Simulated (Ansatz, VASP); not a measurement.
## SiC: VASP beside Ansatz

```
C Si
1.0
     0.00000    2.25261    2.25261
     2.25261    0.00000    2.25261
     2.25261    2.25261    0.00000
C Si
1 1
Direct
  0.75000 0.75000 0.75000
  0.50000 0.50000 0.50000
```

Alike in both runs: task single point; functional PBE; k mesh 8 × 8 × 8; occupations gaussian, width 0.1 eV; no spin polarisation.

|  | VASP | Ansatz |
| --- | --- | --- |
| version | VASP 6.6.1 | Ansatz 0.2.0 |
| potentials or method | VASP PAW PBE potentials, release 64 (C, Si), cutoff 600 eV | scalar-relativistic, plane waves, PAW |
| valence electrons in the cell | 8 | 8 |

```csv
,VASP,Ansatz,Ansatz less VASP
gap on the k mesh at the Fermi level (eV),1.44,1.44,+0.001
least direct gap on the mesh (eV),4.43,4.43,+0.002
pressure (GPa),-15.4,-15.2,+0.14
```

With one functional, cell and mesh, what is left measures potentials, basis and numerics.
